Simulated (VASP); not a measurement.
# B (P6/mmm) in VASP: a series of runs

The runs below take B through single point, relaxation of cell and atoms, with r2SCAN, PBEsol.

Everything below comes from runs of VASP 6.6.1. Logs are shortened: lines on timing, memory, paths and dates and some standing lists are left out, and cuts for length are marked.

### Step 1. The cell of the first run

Symmetry: P6/mmm, No. 191, hexagonal system. The conventional cell has a = 1.707 Å, b = 1.707 Å, c = 3.617 Å, α = 90.00°, β = 90.00°, γ = 120.00°. Within 2.3 Å of B (site symmetry 6/mmm) lie 6 B at 1.71 Å.

### Step 2. Single point, r2SCAN

The input, POSCAR:

```
B
1.0
    1.7071515041      0.0000000000      0.0000000000
   -0.8535757521      1.4784365707      0.0000000000
    0.0000000000      0.0000000000      3.6170696297
B
1
Direct
    0.0000000000      0.0000000000      0.0000000000
```

The input, INCAR.step1:

```
PREC = Accurate
ENCUT = 520
ISMEAR = -1
SIGMA = 0.15
LREAL = F
LASPH = T
NELM = 100
NBANDS = 8
GGA = PE
ALGO = Normal
EDIFF = 1E-4
LWAVE = T
LCHARG = F
```

The input, INCAR.step2:

```
PREC = Accurate
ENCUT = 520
EDIFF = 1E-6
ISMEAR = -1
SIGMA = 0.15
LREAL = F
LASPH = T
NELM = 100
ALGO = Normal
ISIF = 2
LWAVE = F
LCHARG = F
METAGGA = R2SCAN
LMIXTAU = T
NBANDS = 8
ISTART = 1
```

The input, KPOINTS:

```
Automatic mesh
0
Gamma
  15 15 6
```

Potentials or basis: VASP PAW PBE potentials, release 64 (B).

On the command line:

```bash
cat potpaw_PBE.64/B/POTCAR > POTCAR
cp INCAR.step1 INCAR
mpirun -np 1 vasp_std > vasp.out
cp INCAR.step2 INCAR
mpirun -np 1 vasp_std > vasp.out
```

OUTCAR:

```text
PREC = Accurate
   ENCUT = 520
   EDIFF = 1E-6
   ISMEAR = -1
   LREAL = F
   LASPH = T
   NELM = 100
   ISIF = 2
   METAGGA = R2SCAN
   ISTART = 1

 ion  position               nearest neighbor table
   1  0.000  0.000  0.000-

  LATTYP: Found a hexagonal cell.
 ALAT       =     1.7071515041
 C/A-ratio  =     2.1187748252

  Lattice vectors:

 A1 = (   1.7071515041,   0.0000000000,   0.0000000000)
 A2 = (  -0.8535757521,   1.4784365707,   0.0000000000)
 A3 = (   0.0000000000,   0.0000000000,   3.6170696297)

Analysis of symmetry for initial positions (statically):
=====================================================================
 Subroutine PRICEL returns:
 Original cell was already a primitive cell.

 Routine SETGRP: Setting up the symmetry group for a
 hexagonal supercell.

 Subroutine GETGRP returns: Found 24 space group operations
 (whereof 24 operations were pure point group operations)
 out of a pool of 24 trial point group operations.

The static configuration has the point symmetry D_6h.

Analysis of symmetry for dynamics (positions and initial velocities):
=====================================================================
 Subroutine PRICEL returns:
 Original cell was already a primitive cell.

 Routine SETGRP: Setting up the symmetry group for a
 hexagonal supercell.

 Subroutine GETGRP returns: Found 24 space group operations
 (whereof 24 operations were pure point group operations)
 out of a pool of 24 trial point group operations.

The dynamic configuration has the point symmetry D_6h.

 Subroutine INISYM returns: Found 24 space group operations
 (whereof 24 operations are pure point group operations),
 and found     1 'primitive' translations

----------------------------------------------------------------------------------------

                                     Primitive cell

  volume of cell :       9.1292

  direct lattice vectors                    reciprocal lattice vectors
     1.707151504  0.000000000  0.000000000     0.585771092  0.338195097  0.000000000
    -0.853575752  1.478436571  0.000000000     0.000000000  0.676390195  0.000000000
     0.000000000  0.000000000  3.617069630     0.000000000  0.000000000  0.276466892

[... 72 lines left out ...]
   PREC   = accura    normal or accurate (medium, high low for compatibility)
   ISTART =      1    job   : 0-new  1-cont  2-samecut
   ICHARG =      0    charge: 1-file 2-atom 10-const
   ISPIN  =      1    spin polarized calculation?
   LNONCOLLINEAR =      F non collinear calculations
   LSORBIT =      F    spin-orbit coupling
   LASPH  =      T    aspherical Exc in radial PAW
   ENCUT  =  520.0 eV  38.22 Ry    6.18 a.u.   3.17  3.17  6.73*2*pi/ulx,y,z
   NELM   =    100;   NELMIN=  2; NELMDL=  0     # of ELM steps
   EDIFF  = 0.1E-05   stopping-criterion for ELM
   LREAL  =      F    real-space projection
   EDIFFG = 0.1E-04   stopping-criterion for IOM
   NSW    =      0    number of steps for IOM
   IBRION =     -1    ionic relax: 0-MD 1-quasi-New 2-CG
   NFREE  =      0    steps in history (QN), initial steepest desc. (CG)
   ISIF   =      2    stress and relaxation
   ISYM   =      2    0-nonsym 1-usesym 2-fastsym
   POTIM  = 0.5000    time-step for ionic-motion
   TEBEG  =    0.0;   TEEND  =   0.0 temperature during run
   PSTRESS=    0.0 pullay stress
   NELECT =       3.0000    total number of electrons
   NUPDOWN=      -1.0000    fix difference up-down
   EMIN   =  10.00;   EMAX   =-10.00  energy-range for DOS
   EFERMI =   0.00;   METHOD = LEGACY
   ISMEAR =    -1;   SIGMA  =   0.15  broadening in eV -4-tet -1-fermi 0-gaus
   EFERMI_NEDOS =   21; number of points for ismear=-14 and -15
   IALGO  =     38    algorithm
   IMIX   =      4    mixing-type and parameters
     AMIX     =   0.40;   BMIX     =  1.00
     AMIX_MAG =   1.60;   BMIX_MAG =  1.00
  volume/ion in A,a.u.               =       9.13        61.61
  Fermi-wavevector in a.u.,A,eV,Ry     =   1.129721  2.134864 17.364715  1.276271
  Thomas-Fermi vector in A             =   2.266416
   LORBIT       =      0    0 simple, 1 ext, 2 COOP (PROOUT), +10 PAW based schemes
   METAGGA = R2SCAN    functional components
   LHFCALC =     F    Hartree Fock is set to
   AEXX    =    0.0000 exact exchange contribution
   IVDW    =     0    specifies the selected vdW correction
   LEPSILON=     F    determine dielectric tensor
   LRPA    =     F    only Hartree local field effects (RPA)
 non-spin polarized calculation
  energy-cutoff  :      520.00
  volume of cell :        9.13
 maximum number of plane-waves:       258
 NGX is ok and might be reduce to    14
   NGX =  7   NGY =  7   NGZ = 13

 number of electron       3.0000000 magnetization

 Free energy of the ion-electron system (eV)
  ---------------------------------------------------
  ext. energy  EPLUGINS =         0.00000000
  ---------------------------------------------------
  free energy    TOTEN  =        -6.61319589 eV

  energy without entropy =       -6.59981685  energy(sigma->0) =       -6.60650637

 E-fermi :   5.3499     XC(G=0): -10.7881

 val. band max:        5.2686916925   @ k =   0.3333   0.0000   0.1667
 cond. band min:       5.4001438303   @ k =   0.4000   0.2000   0.0000
 fundamental gap:      0.1314521378
 Fermi energy:         5.3499404001

 k-point     1 :       0.0000    0.0000    0.0000
  band No.  band energies     occupation
      1     -12.9352      2.00000
      2      -1.7219      2.00000
      3       8.0239      0.00000
      4      31.9460      0.00000
      5      31.9460      0.00000
      6      33.2699      0.00000
      7      39.1143      0.00000
      8      53.3370      0.00000
[... 243 lines left out ...]
 k-point    24 :       0.4000    0.2000    0.0000
  band No.  band energies     occupation
      1      -1.7984      2.00000
      2       5.4001      0.83420
      3      13.8856      0.00000
      4      16.1677      0.00000
      5      22.6124      0.00000
      6      26.2950      0.00000
      7      29.2615      0.00000
      8      34.5433      0.00000

 [... further k-points ...]
[... 5 lines left out ...]
  --------------------------------------------------------------------------------------
  -------------------------------------------------------------------------------------
  Total        0.0115186      0.0115186     -0.0079367     -0.0000000      0.0000000      0.0000000
  in kB        2.0215171      2.0215171     -1.3928891     -0.0000000      0.0000000      0.0000000
  external PRESSURE =       0.8833817 kB  Pullay stress =       0.0000000 kB

 VOLUME and BASIS-vectors are now :
 -----------------------------------------------------------------------------
  energy-cutoff  :      520.00
  volume of cell :        9.13
      direct lattice vectors                 reciprocal lattice vectors
     1.707151504  0.000000000  0.000000000     0.585771092  0.338195097  0.000000000
    -0.853575752  1.478436571  0.000000000     0.000000000  0.676390195  0.000000000
     0.000000000  0.000000000  3.617069630     0.000000000  0.000000000  0.276466892

 POSITION                                       TOTAL-FORCE (eV/Angst)
 -----------------------------------------------------------------------------------
      0.00000      0.00000      0.00000        -0.000000      0.000000      0.000000
 -----------------------------------------------------------------------------------
    total drift:                               -0.000000      0.000000     -0.000000

  FREE ENERGIE OF THE ION-ELECTRON SYSTEM (eV)
  ---------------------------------------------------
  free  energy   TOTEN  =        -6.6131958878 eV

  energy  without entropy=       -6.5998168497  energy(sigma->0) =       -6.60650637
```

Wall time 17 s (1 thread of Intel Xeon Platinum 8488C (Sapphire Rapids), shared host); peak memory 0.11 GiB.

What came out:

| Item | Value |
| --- | --- |
| Free energy | -6.6132 eV |
| Pressure | 0.1 GPa |

Stress tensor (GPa, compression positive):
```
 0.20  0.00  0.00
 0.00  0.20  0.00
 0.00  0.00 -0.14
```

Caveat: the PAW data sets were made with another functional, which shifts forces and pressure a little.

### Step 3. Single point, PBEsol

The input, INCAR:

```
PREC = Accurate
ENCUT = 520
EDIFF = 1E-6
ISMEAR = -1
SIGMA = 0.15
LREAL = F
LASPH = T
NELM = 60
ALGO = Normal
ISIF = 2
LWAVE = F
LCHARG = T
GGA = PS
LELF = T
LVHAR = T
NBANDS = 8
```

The input, KPOINTS:

```
Automatic mesh
0
Gamma
  20 20 8
```

POSCAR is that of step 2.

Potentials or basis: VASP PAW PBE potentials, release 64 (B).

On the command line:

```bash
cat potpaw_PBE.64/B/POTCAR > POTCAR
mpirun -np 1 vasp_std > vasp.out
```

It took 7.1 s on 1 thread of Intel Xeon Platinum 8488C (Sapphire Rapids), shared host; peak memory 0.12 GiB.

It converged, with:

```
Free energy : -6.3199 eV
Pressure    : 0.3 GPa
```

Stress tensor (GPa, compression positive):
```
 0.94  0.00  0.00
 0.00  0.94  0.00
 0.00  0.00 -1.01
```

Levels at points of the mesh, in eV from the Fermi level:
```csv
k point,band 1,band 2,band 3,band 4,band 5
"(0.00, 0.00, 0.00)",-17.14,-6.66,2.25,24.75,24.75
"(0.50, 0.00, 0.00)",-8.80,1.15,6.30,14.54,16.03
"(0.00, 0.00, 0.50)",-16.80,-8.66,9.02,13.94,24.76
"(0.50, 0.00, 0.50)",-8.73,1.61,5.17,11.22,16.05
```

Caveat: the PAW data sets were made with another functional, which shifts forces and pressure a little.

### Step 4. Relaxation of cell and atoms, r2SCAN

The input, POSCAR:

```
B
1.0
    1.7024335800      0.0000000000      0.0000000000
   -0.8512167900      1.4743507200      0.0000000000
    0.0000000000      0.0000000000      3.6354228500
B
1
Direct
    0.0000000000      0.0000000000      0.0000000000
```

The input, INCAR.step1:

```
PREC = Accurate ; ENCUT = 600
ISMEAR = -1 ; SIGMA = 0.15
LREAL = False ; LASPH = True
NELM = 60 ; GGA = PE
ALGO = Normal ; EDIFF = 1E-4
LWAVE = True ; LCHARG = False
```

The input, INCAR.step2:

```
PREC = Accurate ; ENCUT = 600
EDIFF = 1E-6 ; ISMEAR = -1
SIGMA = 0.15 ; LREAL = False
LASPH = True ; NELM = 60
ALGO = Normal ; ISIF = 3
LWAVE = False ; LCHARG = False
METAGGA = R2SCAN ; LMIXTAU = True
IBRION = 2 ; NSW = 60
EDIFFG = -0.02 ; ISTART = 1
```

The input, KPOINTS:

```
regular mesh
0
Gamma
  15 15 6
```

On the command line:

```bash
cat potpaw_PBE.64/B/POTCAR > POTCAR
cp INCAR.step1 INCAR
mpirun -np 1 vasp_std > vasp.out
cp INCAR.step2 INCAR
mpirun -np 1 vasp_std > vasp.out
```

It took 26 s on 1 thread of Intel Xeon Platinum 8488C (Sapphire Rapids), shared host; peak memory 0.12 GiB.

The run converged. Its results:

```
Free energy                            : -6.6144 eV
Relaxed volume                         : 9.18 Å³/atom
Relaxed cell                           : a = 1.708 Å, b = 1.708 Å, c = 3.634 Å, α = 90.00°, β = 90.00°, γ = 120.00°
Space group after relaxing (to 0.05 Å) : P6/mmm (No. 191)
Energy gained by relaxing              : 0.5 meV/atom
Ionic steps                            : 3
Pressure after relaxing                : -0.1 GPa
```

Stress tensor (GPa, compression positive):
```
 0.01  0.00  0.00
 0.00  0.01  0.00
 0.00  0.00 -0.31
```

Step by step:
| step | energy change (eV) | largest force (eV/Å) | pressure (GPa) | volume (Å³) |
| --- | --- | --- | --- | --- |
| 1 | 0.0000 | 0.0000 | 1.58 | 9.12 |
| 2 | 0.0003 | 0.0000 | -2.30 | 9.24 |
| 3 | -0.0005 | 0.0000 | -0.10 | 9.18 |

Final structure:
```
CELL_PARAMETERS angstrom
1.70762 0.00000 0.00000
-0.85381 1.47884 0.00000
0.00000 0.00000 3.63361
ATOMIC_POSITIONS crystal
B 0.00000 0.00000 0.00000
```

Levels at points of the mesh, in eV from the Fermi level:
| k point | band 1 | band 2 | band 3 | band 4 | band 5 |
| --- | --- | --- | --- | --- | --- |
| (0.00, 0.00, 0.00) | -18.28 | -7.10 | 2.64 | 26.57 | 26.57 |
| (0.00, 0.00, 0.50) | -17.95 | -9.06 | 9.82 | 14.34 | 26.58 |

Caveat: the PAW data sets were made with another functional, which shifts forces and pressure a little.

### Step 5. The runs side by side

| task | level | cell | k mesh | cutoff (eV) | gap on the mesh (eV) | pressure (GPa) |
| --- | --- | --- | --- | --- | --- | --- |
| single point | r2SCAN | a = 1.707, b = 1.707, c = 3.617 Å, angles 90.0, 90.0, 120.0°, 1 atom | 15 × 15 × 6 | 520 | none | 0.1 |
| single point | PBEsol | a = 1.707, b = 1.707, c = 3.617 Å, angles 90.0, 90.0, 120.0°, 1 atom | 20 × 20 × 8 | 520 | none | 0.3 |
| relaxation of cell and atoms | r2SCAN | relaxed from a = 1.702, b = 1.702, c = 3.635 Å, angles 90.0, 90.0, 120.0°, 1 atom | 15 × 15 × 6 | 600 | none | -0.1 |

Alike in all rows: potentials or basis VASP PAW PBE potentials, release 64 (B); no spin polarisation; smearing fermi-dirac 0.15 eV.

Caveats: the PAW data sets were made with another functional, which shifts forces and pressure a little.

Absolute energies hang on the potentials; compare differences alone.
